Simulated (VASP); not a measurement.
A run of VASP 6.6.1 is set up as follows.

INCAR

```
  PREC = Accurate
  ENCUT = 600
  EDIFF = 1E-8
  ISMEAR = 0
  SIGMA = 0.01
  LREAL = False
  LASPH = True
  NELM = 60
  ALGO = Normal
  ISIF = 3
  LWAVE = False
  LCHARG = True
  GGA = PE
  NBANDS = 11
  IBRION = 6
  NFREE = 2
  POTIM = 0.015
  NSW = 1
```

Contents of KPOINTS:

```
regular mesh
0
Gamma
  8 8 8
```

Contents of POSCAR:

```
SiC
1.0
    0.0000000000      2.1897000000      2.1897000000
    2.1897000000      0.0000000000      2.1897000000
    2.1897000000      2.1897000000      0.0000000000
C Si
1 1
Direct
    0.0000000000      0.0000000000      0.0000000000
    0.2500000000      0.2500000000      0.2500000000
```

Potentials or basis: VASP PAW PBE potentials, release 64 (C, Si).

Command:

```sh
$ cat potpaw_PBE.64/C/POTCAR potpaw_PBE.64/Si/POTCAR > POTCAR
$ mpirun -np 1 vasp_std > vasp.out
```

Estimate the elastic constants C11, C12, C44.

382, 126, 240 GPa.

What does it give for the Voigt bulk modulus?

212 GPa.

Estimate the highest phonon frequency at Γ, LO-TO splitting left out.

775 cm⁻¹.

Elastic tensor in Voigt notation (GPa, in the Cartesian axes of the cell as first typed):
```
382 126 126   0   0   0
126 382 126   0   0   0
126 126 382   0   0   0
  0   0   0 240   0   0
  0   0   0   0 240   0
  0   0   0   0   0 240
```
